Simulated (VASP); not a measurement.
# CS2 in VASP: a series of runs

CS2 is run at these levels: PBE+D3(BJ); tasks: single point.

Program: VASP 6.6.1. These are calculated values, not measurements. Logs are shortened: lines on timing, memory, paths and dates and some standing lists are left out, and cuts for length are marked.

## 1. The cell of the first run

The cell holds a disordered packing, 24 atoms: a = 9.283 Å, b = 9.283 Å, c = 9.283 Å, α = 90.00°, β = 90.00°, γ = 90.00°.

## 2. Single point, PBE+D3(BJ)

INCAR

```
  ALGO = Normal
  EDIFF = 1E-6
  ENCUT = 1000
  GGA = PE
  GGA_COMPAT = False
  ISIF = 2
  ISMEAR = -1
  IVDW = 12
  LASPH = True
  LCHARG = True
  LELF = True
  LREAL = Auto
  LVHAR = True
  LWAVE = False
  NBANDS = 82
  NELM = 120
  PREC = Accurate
  SIGMA = 0.05
```

KPOINTS

```
k-points
0
Gamma
  1 1 1
```

POSCAR

```
CS2
1.0
    9.2831780000      0.0000000000      0.0000000000
    0.0000000000      9.2831780000      0.0000000000
    0.0000000000      0.0000000000      9.2831780000
S C
16 8
Direct
    0.2144416492     -0.0035655893      1.0230548202
    0.1836763229     -0.0913911163      0.6952360496
    0.6965717990      0.8709517366      0.9511613372
    0.9475957479      0.6507900635      0.9121552985
    0.5032651534      0.9644865153      0.2945973890
    0.4246175178      0.6524705225      0.1876189383
    0.8060709382      0.9578724010      0.5023279743
    1.0552420734      0.8767040770      0.2808197796
    0.5381131332      0.2069442167      0.8776089395
    0.2677208172      0.3966421844      0.9632584876
    0.9459476054      0.4123264684      0.2877247425
    0.8416406537      0.5941068888      0.5523647182
    0.2593723830      0.5308850051      0.4857603721
    0.5044500924      0.6437881510      0.6827511010
    0.8563123534      0.2229516659      0.9986558482
    0.9826914878      0.2680224380      0.6918966759
    0.1861431505     -0.0546256896      0.8652532570
    0.8220676152      0.7587272376      0.9319437805
    0.4808805778      0.8103905796      0.2289194498
    0.9262453009      0.9140512010      0.3827999420
    0.3945954715      0.2926583978      0.9221195586
    0.9005644403      0.5089205442      0.4191021652
    0.3812702934      0.5875358633      0.5849505417
    0.9248987793      0.2403594976      0.8456802186
```

Potentials or basis: VASP PAW PBE potentials, release 64 (S, C_h).

Launch:

```sh
$ cat potpaw_PBE.64/S/POTCAR potpaw_PBE.64/C_h/POTCAR > POTCAR
$ mpirun -np 1 vasp_gam > vasp.out
```

OUTCAR:

```text
EDIFF = 1E-6
   ENCUT = 1000
   GGA = PE
   ISIF = 2
   ISMEAR = -1
   IVDW = 12
   LASPH = True
   LREAL = Auto
   NELM = 120
   PREC = Accurate
 IVDW          = 12

 ion  position               nearest neighbor table
   1  0.214  0.996  0.023-  17 1.56
   2  0.184  0.909  0.695-  17 1.61
   3  0.697  0.871  0.951-  18 1.57
   4  0.948  0.651  0.912-  18 1.55
   5  0.503  0.964  0.295-  19 1.57
   6  0.425  0.652  0.188-  19 1.60
[... 8 lines left out ...]
  15  0.856  0.223  0.999-  24 1.56
  16  0.983  0.268  0.692-  24 1.55
  17  0.186  0.945  0.865-   1 1.56   2 1.61
  18  0.822  0.759  0.932-   4 1.55   3 1.57
  19  0.481  0.810  0.229-   5 1.57   6 1.60
  20  0.926  0.914  0.383-   8 1.57   7 1.63
  21  0.395  0.293  0.922-  10 1.57   9 1.61
  22  0.901  0.509  0.419-  12 1.57  11 1.57
  23  0.381  0.588  0.585-  14 1.55  13 1.55
  24  0.925  0.240  0.846-  16 1.55  15 1.56

  LATTYP: Found a simple cubic cell.
 ALAT       =     9.2831780000

  Lattice vectors:

 A1 = (   9.2831780000,   0.0000000000,   0.0000000000)
 A2 = (   0.0000000000,   9.2831780000,   0.0000000000)
 A3 = (   0.0000000000,   0.0000000000,   9.2831780000)

Analysis of symmetry for initial positions (statically):
=====================================================================
 Subroutine PRICEL returns:
 Original cell was already a primitive cell.

 Routine SETGRP: Setting up the symmetry group for a
 simple cubic supercell.

 Subroutine GETGRP returns: Found  1 space group operations
 (whereof  1 operations were pure point group operations)
 out of a pool of 48 trial point group operations.

The static configuration has the point symmetry C_1 .

Analysis of symmetry for dynamics (positions and initial velocities):
=====================================================================
 Subroutine PRICEL returns:
 Original cell was already a primitive cell.

 Routine SETGRP: Setting up the symmetry group for a
 simple cubic supercell.

 Subroutine GETGRP returns: Found  1 space group operations
 (whereof  1 operations were pure point group operations)
 out of a pool of 48 trial point group operations.

The dynamic configuration has the point symmetry C_1 .

 Subroutine INISYM returns: Found  1 space group operations
 (whereof  1 operations are pure point group operations),
 and found     1 'primitive' translations

----------------------------------------------------------------------------------------

                                     Primitive cell

  volume of cell :     800.0001

  direct lattice vectors                    reciprocal lattice vectors
     9.283178000  0.000000000  0.000000000     0.107721731  0.000000000  0.000000000
     0.000000000  9.283178000  0.000000000     0.000000000  0.107721731  0.000000000
     0.000000000  0.000000000  9.283178000     0.000000000  0.000000000  0.107721731

  length of vectors
     9.283178000  9.283178000  9.283178000     0.107721731  0.107721731  0.107721731

  position of ions in fractional coordinates (direct lattice)
     0.214441649  0.996434411  0.023054820
     0.183676323  0.908608884  0.695236050
     0.696571799  0.870951737  0.951161337
     0.947595748  0.650790063  0.912155298
     0.503265153  0.964486515  0.294597389
     0.424617518  0.652470523  0.187618938
[... 16 lines left out ...]
     0.381270293  0.587535863  0.584950542
     0.924898779  0.240359498  0.845680219

  ion indices of the primitive-cell ions
   primitive index   ion index
                 1           1
                 2           2
                 3           3
                 4           4
                 5           5
                 6           6
[... 16 lines left out ...]
                23          23
                24          24

----------------------------------------------------------------------------------------

 KPOINTS: k-points

Automatic generation of k-mesh.
 Grid dimensions read from file:
 generate k-points for:    1    1    1

 Generating k-lattice:

  Cartesian coordinates                     Fractional coordinates (reciprocal lattice)
     0.107721731  0.000000000  0.000000000     1.000000000  0.000000000  0.000000000
     0.000000000  0.107721731  0.000000000     0.000000000  1.000000000  0.000000000
     0.000000000  0.000000000  0.107721731     0.000000000  0.000000000  1.000000000

  Length of vectors
     0.107721731  0.107721731  0.107721731

  Shift w.r.t. Gamma in fractional coordinates (k-lattice)
     0.000000000  0.000000000  0.000000000

 Subroutine IBZKPT returns following result:
 ===========================================

 Found      1 irreducible k-points:

 Following reciprocal coordinates:
            Coordinates               Weight
  0.000000  0.000000  0.000000      1.000000
   k-points           NKPTS =      1   k-points in BZ     NKDIM =      1   number of bands    NBANDS=     82
   number of dos      NEDOS =    301   number of ions     NIONS =     24
   total plane-waves  NPLWV = 884736
   dimension x,y,z NGX =    96 NGY =   96 NGZ =   96
   dimension x,y,z NGXF=   192 NGYF=  192 NGZF=  192
   ions per type =              16   8
   NGX,Y,Z   is equivalent  to a cutoff of  17.19, 17.19, 17.19 a.u.
   NGXF,Y,Z  is equivalent  to a cutoff of  34.38, 34.38, 34.38 a.u.
 SYSTEM =  unknown system
   PREC   = accura    normal or accurate (medium, high low for compatibility)
   ISTART =      0    job   : 0-new  1-cont  2-samecut
   ICHARG =      2    charge: 1-file 2-atom 10-const
   ISPIN  =      1    spin polarized calculation?
   LNONCOLLINEAR =      F non collinear calculations
   LSORBIT =      F    spin-orbit coupling
   LASPH  =      T    aspherical Exc in radial PAW
   ENCUT  = 1000.0 eV  73.50 Ry    8.57 a.u.  23.94 23.94 23.94*2*pi/ulx,y,z
   NELM   =    120;   NELMIN=  2; NELMDL= -5     # of ELM steps
   EDIFF  = 0.1E-05   stopping-criterion for ELM
   LREAL  =      T    real-space projection
   EDIFFG = 0.1E-04   stopping-criterion for IOM
   NSW    =      0    number of steps for IOM
   IBRION =     -1    ionic relax: 0-MD 1-quasi-New 2-CG
   NFREE  =      0    steps in history (QN), initial steepest desc. (CG)
   ISIF   =      2    stress and relaxation
   ISYM   =      2    0-nonsym 1-usesym 2-fastsym
   POTIM  = 0.5000    time-step for ionic-motion
   TEBEG  =    0.0;   TEEND  =   0.0 temperature during run
   PSTRESS=    0.0 pullay stress
   NELECT =     128.0000    total number of electrons
   NUPDOWN=      -1.0000    fix difference up-down
   EMIN   =  10.00;   EMAX   =-10.00  energy-range for DOS
   EFERMI =   0.00;   METHOD = LEGACY
   ISMEAR =    -1;   SIGMA  =   0.05  broadening in eV -4-tet -1-fermi 0-gaus
   EFERMI_NEDOS =   21; number of points for ismear=-14 and -15
   IALGO  =     38    algorithm
   IMIX   =      4    mixing-type and parameters
     AMIX     =   0.40;   BMIX     =  1.00
     AMIX_MAG =   1.60;   BMIX_MAG =  1.00
  volume/ion in A,a.u.               =      33.33       224.94
  Fermi-wavevector in a.u.,A,eV,Ry     =   0.888754  1.679501 10.747015  0.789883
  Thomas-Fermi vector in A             =   2.010225
   LORBIT       =      0    0 simple, 1 ext, 2 COOP (PROOUT), +10 PAW based schemes
   GGA     = PE    functional components
   LHFCALC =     F    Hartree Fock is set to
   AEXX    =    0.0000 exact exchange contribution
   IVDW    =    12    specifies the selected vdW correction
   LEPSILON=     F    determine dielectric tensor
   LRPA    =     F    only Hartree local field effects (RPA)
 non-spin polarized calculation
  energy-cutoff  :     1000.00
  volume of cell :      800.00
 maximum number of plane-waves:     28682
 NGX is ok and might be reduce to    96
   NGX = 47   NGY = 47   NGZ = 47

 number of electron     127.9999999 magnetization

 Free energy of the ion-electron system (eV)
  ---------------------------------------------------
  ext. energy  EPLUGINS =         0.00000000
  ---------------------------------------------------
  free energy    TOTEN  =      -132.34907936 eV

  energy without entropy =     -132.34907936  energy(sigma->0) =     -132.34907936

 E-fermi :  -0.2166     XC(G=0):  -6.4189

 val. band max:       -1.4809929318   @ k =   0.0000   0.0000   0.0000
 cond. band min:       1.3139155611   @ k =   0.0000   0.0000   0.0000
 fundamental gap:      2.7949084928
 Fermi energy:        -0.2166251891

 k-point     1 :       0.0000    0.0000    0.0000
  band No.  band energies     occupation
      1     -16.6324      2.00000
      2     -16.5548      2.00000
      3     -16.5528      2.00000
      4     -16.4584      2.00000
      5     -16.4285      2.00000
      6     -16.3782      2.00000
[... 68 lines left out ...]
     75       2.0116      0.00000
     76       2.1033      0.00000
 [bands above 76 left out]

------------------------ aborting loop because EDIFF is reached ----------------------------------------

 Edisp (eV)   -2.94876

 E8    (eV) :    -0.9960

  FORCE on cell =-STRESS in cart. coord.  units (eV):
  Direction    XX          YY          ZZ          XY          YZ          ZX
  --------------------------------------------------------------------------------------
  -------------------------------------------------------------------------------------
  Total      -6.49873    -5.86129    -7.32604     2.90789    -4.20131     3.90742
  in kB     -13.01514   -11.73854   -14.67201     5.82370    -8.41405     7.82547
  external pressure =      -13.14 kB  Pullay stress =        0.00 kB

 VOLUME and BASIS-vectors are now :
 -----------------------------------------------------------------------------
  energy-cutoff  :     1000.00
  volume of cell :      800.00
      direct lattice vectors                 reciprocal lattice vectors
     9.283178000  0.000000000  0.000000000     0.107721731  0.000000000  0.000000000
     0.000000000  9.283178000  0.000000000     0.000000000  0.107721731  0.000000000
     0.000000000  0.000000000  9.283178000     0.000000000  0.000000000  0.107721731

 POSITION                                       TOTAL-FORCE (eV/Angst)
 -----------------------------------------------------------------------------------
      1.99070      9.25008      0.21402        -0.241291     -0.247658     -0.632994
      1.70510      8.43478      6.45400        -0.292632      0.322450      2.369943
      6.46640      8.08520      8.82980         0.633439     -0.549487     -0.139565
      8.79670      6.04140      8.46770         0.165965     -0.299857      0.044034
      4.67190      8.95350      2.73480         0.219814     -0.467638     -0.481010
      3.94180      6.05700      1.74170         1.078170      1.752022      0.043763
[... 16 lines left out ...]
      3.53940      5.45420      5.43020         0.069657     -0.071666      0.031925
      8.58600      2.23130      7.85060        -0.291621      0.242927      0.362120
 -----------------------------------------------------------------------------------
    total drift:                                0.009609     -0.024420      0.012464

  FREE ENERGIE OF THE ION-ELECTRON SYSTEM (eV)
  ---------------------------------------------------
  free  energy   TOTEN  =      -135.2978350119 eV

  energy  without entropy=     -135.2978350119  energy(sigma->0) =     -135.29783501
```

Wall time 5.9 min (1 thread of Intel Xeon Platinum 8259CL at 2.50GHz (Skylake/Cascade Lake), shared host); peak memory 1.4 GiB.

Results:

| Item | Value |
| --- | --- |
| Free energy | -135.2978 eV |
| Pressure | -1.3 GPa |
| Largest force | 2.738 eV/Å |
| Dispersion energy per atom | -0.123 eV |

Forces in eV/Å, atoms in the order of the input:
```
S   -0.241 -0.248 -0.633
S   -0.293  0.322  2.370
S    0.633 -0.549 -0.140
S    0.166 -0.300  0.044
S    0.220 -0.468 -0.481
S    1.078  1.752  0.044
S    1.820 -0.581 -1.961
S   -0.857 -0.078  0.537
S   -2.077  0.824  0.492
S    0.403 -0.631 -0.032
S    0.029  0.396  0.425
S    0.487 -0.295 -0.565
S   -0.312 -0.072 -0.009
S    0.127  0.071  0.136
S    0.356 -0.058 -0.156
S    0.133 -0.136 -0.221
C    0.695 -0.009 -2.074
C   -0.705  0.725  0.132
C   -1.375 -1.244  0.394
C   -1.035  0.695  1.725
C    1.414 -0.096 -0.513
C   -0.445 -0.193  0.093
C    0.070 -0.072  0.032
C   -0.292  0.243  0.362
```

Stress tensor (GPa, compression positive):
```
-1.30  0.58  0.78
 0.58 -1.17 -0.84
 0.78 -0.84 -1.47
```

Levels at points of the mesh, in eV from the Fermi level:
```
           k point  band 61  band 62  band 63  band 64  band 65  band 66  band 67  band 68
(0.00, 0.00, 0.00)    -1.44    -1.42    -1.37    -1.26     1.53     1.67     1.72     1.80
```

Caveat: the k points lie up to 0.68 Å⁻¹ apart; the atoms stand as in a frame of molecular dynamics.

## 3. Single point, PBE+D3(BJ)

INCAR

```
ALGO = Normal
EDIFF = 1E-6
ENCUT = 1000
GGA = PE
GGA_COMPAT = False
ISIF = 2
ISMEAR = -1
IVDW = 12
LASPH = True
LCHARG = False
LREAL = Auto
LWAVE = False
NBANDS = 82
NELM = 120
PREC = Accurate
SIGMA = 0.05
```

KPOINTS is that of step 2.

POSCAR

```
CS2
1.0
    9.2831780000      0.0000000000      0.0000000000
    0.0000000000      9.2831780000      0.0000000000
    0.0000000000      0.0000000000      9.2831780000
S C
16 8
Direct
    0.2079783453      0.0120540617      0.9705943374
    0.2429986800     -0.0906909250      0.6464381056
    0.6837098244      0.8540717414      0.9463569480
    0.9600914687      0.6625101878      0.9233044977
    0.5109241684      0.9601991904      0.3071361984
    0.3939491411      0.6733793104      0.1818127370
    0.8233495038      0.9230028768      0.5593450863
    1.0163329842      0.8961801659      0.2839975707
    0.4813114647      0.2212388904      0.8700253297
    0.2659649530      0.4649808503      0.9553086238
    0.9814634600      0.4446106710      0.2623347306
    0.8894152412      0.5632769295      0.5615749262
    0.2834158733      0.4517310774      0.5058073862
    0.5098038624      0.6177302644      0.6987262336
    0.8281215765      0.2425893374      1.0134137253
    0.9415310145      0.2484063109      0.6928230828
    0.2426970591     -0.0417206263      0.8137838141
    0.8278738165      0.7603215192      0.9408200511
    0.4481547160      0.8121572160      0.2557313885
    0.9302417771      0.9068015285      0.4281938793
    0.3770045129      0.3477580630      0.9090205962
    0.9386009834      0.5081880365      0.4109368580
    0.3994429494      0.5339766188      0.5956688539
    0.8722767139      0.2537600809      0.8479423749
```

Potentials or basis: VASP PAW PBE potentials, release 64 (S, C_h).

Launch:

```sh
$ cat potpaw_PBE.64/S/POTCAR potpaw_PBE.64/C_h/POTCAR > POTCAR
$ mpirun -np 1 vasp_gam > vasp.out
```

It took 4.5 min on 1 thread of Intel Xeon Platinum 8488C (Sapphire Rapids), shared host; peak memory 1.4 GiB.

The run converged. Its results:

```yaml
Free_energy: -135.2549 eV
Pressure: -1.1 GPa
Largest_force: 2.612 eV/Å
Dispersion_energy_per_atom: -0.122 eV
```

Forces on the atoms (eV/Å):
```
S    0.417 -0.498 -0.699
S    0.399  0.686  2.489
S    1.511 -0.766  0.129
S    0.682 -0.382  0.074
S   -0.248 -0.396  0.155
S   -0.212 -0.495  0.156
S    0.821 -0.088 -0.651
S    0.081 -0.102  0.491
S   -0.187  0.798  0.002
S    0.003 -0.285 -0.181
S    0.213 -0.118 -0.223
S    0.098  0.032 -0.296
S    0.446  0.285  0.202
S   -1.053 -0.909 -1.463
S    0.070  0.322 -1.501
S   -0.716  0.126  1.127
C   -1.081 -0.369 -1.743
C   -2.247  1.235 -0.183
C    0.541  1.095 -0.103
C   -1.000  0.303  0.114
C    0.155 -0.677  0.056
C   -0.333  0.074  0.399
C    0.824  0.669  1.115
C    0.815 -0.539  0.534
```

Stress tensor (GPa, compression positive):
```
-0.97  0.18  0.29
 0.18 -0.23 -0.47
 0.29 -0.47 -2.15
```

Levels at points of the mesh, in eV from the Fermi level:
| k point | band 62 | band 63 | band 64 | band 65 | band 66 | band 67 |
| --- | --- | --- | --- | --- | --- | --- |
| (0.00, 0.00, 0.00) | -1.55 | -1.40 | -1.20 | 1.50 | 1.65 | 1.74 |

Caveat: the k points lie up to 0.68 Å⁻¹ apart; the atoms stand as in a frame of molecular dynamics.

## 4. Single point, PBE+D3(BJ)

INCAR

```
SYSTEM = CS2
  PREC = Accurate
  ENCUT = 1000
  EDIFF = 1E-6
  ISMEAR = -1
  SIGMA = 0.05
  LREAL = Auto
  LASPH = .TRUE.
  NELM = 120
  ALGO = Normal
  ISIF = 2
  LWAVE = .FALSE.
  LCHARG = .TRUE.
  GGA = PE
  IVDW = 12
  LELF = .TRUE.
  LVHAR = .TRUE.
  NBANDS = 82
  GGA_COMPAT = .FALSE.
```

KPOINTS

```
regular mesh
0
G
  1 1 1
  0 0 0
```

POSCAR

```
CS2
1.0
    9.2831780000      0.0000000000      0.0000000000
    0.0000000000      9.2831780000      0.0000000000
    0.0000000000      0.0000000000      9.2831780000
S C
16 8
Direct
    0.2131597606      0.0024452833      1.0009072324
    0.2156265882     -0.0924575614      0.6757599607
    0.6885034414      0.8610736539      0.9504072851
    0.9557933716      0.6588691933      0.9164857121
    0.5125830831      0.9578724010      0.2972688879
    0.4093533486      0.6597740558      0.1828468656
    0.8165091739      0.9234122194      0.5310465877
    1.0396547389      0.8885426952      0.2775127225
    0.5146082516      0.2112530860      0.8814761497
    0.2733115750      0.4359498439      0.9588634409
    0.9672441916      0.4322334442      0.2780082424
    0.8661473474      0.5875574076      0.5598621507
    0.2738825002      0.4926222464      0.4877963129
    0.5027588612      0.6317448615      0.6933509193
    0.8279599939      0.2303736931      1.0000993194
    0.9573014759      0.2639828731      0.6906901925
    0.2106390721     -0.0375087066      0.8331737256
    0.8182758103      0.7597829106      0.9280334816
    0.4469697769      0.8089686528      0.2463811423
    0.9252650332      0.9150745574      0.4045705038
    0.3986242642      0.3258259187      0.9181338546
    0.9055411843      0.5066476157      0.4176048332
    0.3882398894      0.5588172499      0.5948393966
    0.9052287913      0.2436450104      0.8503337973
```

Launch:

```sh
$ cat potpaw_PBE.64/S/POTCAR potpaw_PBE.64/C_h/POTCAR > POTCAR
$ mpirun -np 1 vasp_gam > vasp.out
```

Run time: 3.2 min. Hardware: 1 thread of AMD EPYC 9R45 (Zen 5), shared host; peak memory 1.4 GiB.

Results (log left out):

```yaml
Free_energy: -135.4137 eV
Pressure: -1.0 GPa
Largest_force: 2.242 eV/Å
Dispersion_energy_per_atom: -0.122 eV
```

Forces in eV/Å, atoms in the order of the input:
```
S   -0.122 -0.226 -1.961
S   -0.119  0.168 -0.198
S   -0.418  0.296 -0.046
S   -1.146  0.699  0.008
S   -0.753 -0.765 -0.134
S   -0.346 -0.235 -0.001
S   -0.072  0.471 -0.008
S   -1.500  0.401  1.618
S   -0.140  0.237 -0.146
S    1.092 -1.066 -0.383
S   -0.566  0.155  0.573
S   -0.084 -0.558 -0.460
S    0.600  0.340  0.903
S   -0.051 -0.146 -0.074
S    0.737  0.027 -0.243
S    0.043 -0.273  0.891
C    0.203  0.056  2.032
C    1.595 -1.021  0.126
C    1.151  1.181  0.199
C    1.459 -0.588 -1.518
C   -1.296  0.729  0.365
C    0.668  0.135 -0.267
C   -0.506 -0.224 -0.769
C   -0.429  0.208 -0.508
```

Stress tensor (GPa, compression positive):
```
-1.12  0.37  0.52
 0.37 -0.46 -0.49
 0.52 -0.49 -1.55
```

Levels at points of the mesh, in eV from the Fermi level:
| k point | band 61 | band 62 | band 63 | band 64 | band 65 | band 66 | band 67 | band 68 |
| --- | --- | --- | --- | --- | --- | --- | --- | --- |
| (0.00, 0.00, 0.00) | -1.58 | -1.51 | -1.30 | -1.28 | 1.52 | 1.65 | 1.70 | 1.81 |

Caveat: the k points lie up to 0.68 Å⁻¹ apart; the atoms stand as in a frame of molecular dynamics.

## 5. Summary

| cell | pressure (GPa) | largest force (eV/Å) |
| --- | --- | --- |
| as given, atomic positions A | -1.3 | 2.74 |
| as given, atomic positions B | -1.1 | 2.61 |
| as given, atomic positions C | -1.0 | 2.24 |

Alike in all rows: task single point; level PBE+D3(BJ); potentials or basis VASP PAW PBE potentials, release 64 (S, C_h); no spin polarisation; k mesh 1 × 1 × 1; cutoff (eV) 1000; smearing fermi-dirac 0.05 eV.

Caveats: all runs use coarse meshes; the atoms stand as in a frame of molecular dynamics.

Absolute energies hang on the potentials; compare differences alone.
